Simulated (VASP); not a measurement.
# SiC (4H-SiC (P6_3mc)) (P6_3mc) in VASP: further runs, part 2 of 2

VASP 6.6.1.

### 3 Single point, PBE

This run uses another cell than the first one: it holds 8 atoms, not 32.

The input, INCAR:

```
PREC = Accurate
ENCUT = 600
EDIFF = 1E-6
ISMEAR = -1
SIGMA = 0.01
LREAL = F
LASPH = T
NELM = 120
ALGO = Normal
ISIF = 2
LWAVE = F
LCHARG = F
GGA = PE
NBANDS = 26
GGA_COMPAT = F
```

The input, KPOINTS:

```
Automatic mesh
0
Gamma
  10 10 3
```

The input, POSCAR:

```
SiC
1.0
    3.0939615128      0.0000000290      0.0000000000
   -1.5469807815      2.6794492539      0.0000000000
    0.0000000000      0.0000000000     10.1287833594
Si C
4 4
Direct
    0.6666666671      0.3333333334      0.9378448601
    0.3333333337      0.6666666671      0.4378448600
    0.0000000000      0.0000000000      0.6879001300
    0.0000000000      0.0000000000      0.1879001300
    0.6666666671      0.3333333334      0.7498071200
    0.3333333337      0.6666666671      0.2498071200
    0.0000000000      0.0000000000      0.5004468900
    0.0000000000      0.0000000000      0.0004468900
```

Potentials or basis: VASP PAW PBE potentials, release 64 (Si, C).

Command:

```bash
> cat potpaw_PBE.64/Si/POTCAR potpaw_PBE.64/C/POTCAR > POTCAR
> mpirun -np 1 vasp_std > vasp.out
```

OUTCAR:

```text
PREC = Accurate
   ENCUT = 600
   EDIFF = 1E-6
   ISMEAR = -1
   LREAL = F
   LASPH = T
   NELM = 120
   ISIF = 2
   GGA = PE

 ion  position               nearest neighbor table
   1  0.667  0.333  0.938-   8 1.90   8 1.90   8 1.90   5 1.90   3 3.10   3 3.10   3 3.10   4 3.10
                             4 3.10   4 3.10
   2  0.333  0.667  0.438-   7 1.90   7 1.90   7 1.90   6 1.90   4 3.10   4 3.10   4 3.10   3 3.10
                             3 3.10   3 3.10
   3  0.000  0.000  0.688-   5 1.89   5 1.89   5 1.89   7 1.90   1 3.10   1 3.10   1 3.10   2 3.10
                             2 3.10   2 3.10
   4  0.000  0.000  0.188-   6 1.89   6 1.89   6 1.89   8 1.90   2 3.10   2 3.10   2 3.10   1 3.10
                             1 3.10   1 3.10
   5  0.667  0.333  0.750-   3 1.89   3 1.89   3 1.89   1 1.90
   6  0.333  0.667  0.250-   4 1.89   4 1.89   4 1.89   2 1.90
   7  0.000  0.000  0.500-   2 1.90   2 1.90   2 1.90   3 1.90
   8  0.000  0.000  0.000-   1 1.90   1 1.90   1 1.90   4 1.90

  LATTYP: Found a hexagonal cell.
 ALAT       =     3.0939615128
 C/A-ratio  =     3.2737263594

  Lattice vectors:

 A1 = (   3.0939615128,   0.0000000290,   0.0000000000)
[... 190 lines left out ...]

 E-fermi :   8.2484     XC(G=0): -11.2904

 val. band max:        8.0118752210   @ k =   0.0000   0.0000   0.0000
 cond. band min:      10.2352474522   @ k =   0.5000   0.0000   0.0000
 fundamental gap:      2.2233722312
 Fermi energy:         8.2483874848

 k-point     1 :       0.0000    0.0000    0.0000
  band No.  band energies     occupation
      1      -7.3547      2.00000
      2      -6.1914      2.00000
      3      -6.1556      2.00000
      4      -3.8422      2.00000
      5      -0.5163      2.00000
      6       3.6593      2.00000
[... 685 lines left out ...]
     25      15.8795      0.00000
     26      16.7826      0.00000

 [... further k-points ...]
[... 5 lines left out ...]
  --------------------------------------------------------------------------------------
  -------------------------------------------------------------------------------------
  Total       -0.0801127     -0.0801127     -0.0772361     -0.0000000      0.0000000      0.0000000
  in kB       -1.5286007     -1.5286007     -1.4737132     -0.0000000      0.0000000      0.0000000
  external PRESSURE =      -1.5103049 kB  Pullay stress =       0.0000000 kB

 VOLUME and BASIS-vectors are now :
 -----------------------------------------------------------------------------
  energy-cutoff  :      600.00
  volume of cell :       83.97
      direct lattice vectors                 reciprocal lattice vectors
     3.093961513  0.000000029  0.000000000     0.323210224  0.186605514  0.000000000
    -1.546980782  2.679449254  0.000000000    -0.000000003  0.373211022  0.000000000
     0.000000000  0.000000000 10.128783359     0.000000000  0.000000000  0.098728541

 POSITION                                       TOTAL-FORCE (eV/Angst)
 -----------------------------------------------------------------------------------
      1.54698      0.89315      9.49923         0.000000     -0.000000      0.001027
     -0.00000      1.78630      4.43484        -0.000000      0.000000      0.001027
      0.00000      0.00000      6.96759        -0.000000      0.000000     -0.001203
      0.00000      0.00000      1.90320        -0.000000     -0.000000     -0.001203
      1.54698      0.89315      7.59463         0.000000     -0.000000     -0.000118
     -0.00000      1.78630      2.53024        -0.000000      0.000000     -0.000118
      0.00000      0.00000      5.06892        -0.000000      0.000000      0.000295
      0.00000      0.00000      0.00453         0.000000      0.000000      0.000295
 -----------------------------------------------------------------------------------
    total drift:                               -0.000001     -0.000000     -0.000950

  FREE ENERGIE OF THE ION-ELECTRON SYSTEM (eV)
  ---------------------------------------------------
  free  energy   TOTEN  =       -60.2542552605 eV

  energy  without entropy=      -60.2542552605  energy(sigma->0) =      -60.25425526
```

OSZICAR:

```text
N       E                     dE             d eps       ncg     rms          rms(c)
DAV:   1     0.816638945205E+02    0.81664E+02   -0.15869E+04  1456   0.125E+03
DAV:   2    -0.597922763224E+02   -0.14146E+03   -0.13085E+03  1924   0.200E+02
DAV:   3    -0.674090425341E+02   -0.76168E+01   -0.75586E+01  1956   0.429E+01
DAV:   4    -0.675099859859E+02   -0.10094E+00   -0.10076E+00  1896   0.571E+00
DAV:   5    -0.675117892471E+02   -0.18033E-02   -0.18023E-02  1912   0.738E-01    0.173E+01
DAV:   6    -0.604309223061E+02    0.70809E+01   -0.19188E+01  1860   0.191E+01    0.776E+00
DAV:   7    -0.602874354888E+02    0.14349E+00   -0.20559E+00  2008   0.641E+00    0.335E+00
DAV:   8    -0.602566147580E+02    0.30821E-01   -0.11015E-01  1764   0.159E+00    0.102E+00
DAV:   9    -0.602536544187E+02    0.29603E-02   -0.17418E-02  1824   0.711E-01    0.161E-01
DAV:  10    -0.602541601666E+02   -0.50575E-03   -0.14848E-03  1914   0.189E-01    0.795E-02
DAV:  11    -0.602542522406E+02   -0.92074E-04   -0.21155E-04  1696   0.890E-02    0.164E-02
DAV:  12    -0.602542542617E+02   -0.20211E-05   -0.89029E-06  1876   0.162E-02    0.645E-03
DAV:  13    -0.602542552605E+02   -0.99883E-06   -0.66504E-07  1330   0.455E-03
   1 F= -.60254255E+02 E0= -.60254255E+02  d E =-.176815E-12
```

Run time: 83 s. Hardware: 1 thread of Intel Xeon 6975P-C, shared host; peak memory 0.26 GiB.

What came out:

- Free energy: -60.2543 eV
- Pressure: -0.2 GPa
- Band gap on the k mesh: 2.22 eV, indirect (least direct gap 3.34 eV)

A k mesh can miss the band edges.
